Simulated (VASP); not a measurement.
Write the native input for VASP 6.6.1 that does the following.

| Property | Result |
| --- | --- |
| Task | single point |
| Functional | r2SCAN |
| Potentials or basis | VASP PAW PBE potentials, release 64 (Pt) |
| Cutoff | 520 eV |
| k mesh | 15 × 15 × 15 |
| Occupations | fermi-dirac, width 0.1 eV |
| Spin | no spin polarisation |
| Dipole correction | no |
| Further INCAR settings | ALGO = Normal; EDIFF = 1e-06; NBANDS = 11 |

Pt:

```
CELL_PARAMETERS angstrom
-1.56211 1.56211 1.56211
1.56211 -1.56211 1.56211
1.56211 1.56211 -1.56211
ATOMIC_POSITIONS crystal
Pt 0.00000 0.00000 0.00000
```

One way to write it, as run:

POSCAR

```
Pt
1.0
   -1.5621076044      1.5621076044      1.5621076044
    1.5621076044     -1.5621076044      1.5621076044
    1.5621076044      1.5621076044     -1.5621076044
Pt
1
Direct
    0.0000000000      0.0000000000      0.0000000000
```

INCAR.step1

```
SYSTEM = Pt
PREC = Accurate
ENCUT = 520
ISMEAR = -1
SIGMA = 0.1
LREAL = .FALSE.
LASPH = .TRUE.
NELM = 60
NBANDS = 11
GGA = PE
ALGO = Normal
EDIFF = 1E-4
LWAVE = .TRUE.
LCHARG = .FALSE.
```

INCAR.step2

```
SYSTEM = Pt
PREC = Accurate
ENCUT = 520
EDIFF = 1E-6
ISMEAR = -1
SIGMA = 0.1
LREAL = .FALSE.
LASPH = .TRUE.
NELM = 60
ALGO = Normal
ISIF = 2
LWAVE = .FALSE.
LCHARG = .TRUE.
METAGGA = R2SCAN
LMIXTAU = .TRUE.
LELF = .TRUE.
LVHAR = .TRUE.
NBANDS = 11
ISTART = 1
```

KPOINTS

```
Automatic mesh
0
G
  15 15 15
  0 0 0
```

Potentials or basis: VASP PAW PBE potentials, release 64 (Pt).

The run is started by

```sh
$ cat potpaw_PBE.64/Pt/POTCAR > POTCAR
$ cp INCAR.step1 INCAR
$ mpirun -np 1 vasp_std > vasp.out
$ cp INCAR.step2 INCAR
$ mpirun -np 1 vasp_std > vasp.out
```

Results of the run:

```yaml
Pressure: 4.7 GPa
Band_gap_on_the_k_mesh: zero (band 5 reaches 11.67 eV, above the bottom of band 6 at 9.27 eV)
```

Caveat: the PAW data sets were made with another functional, which shifts forces and pressure a little; spin-orbit coupling is left out, which moves the levels of the heavy elements.

It took 29 s on 1 thread of Intel(R) Xeon(R) 6975P-C (Granite Rapids), on a shared host, peak memory 0.14 GiB.
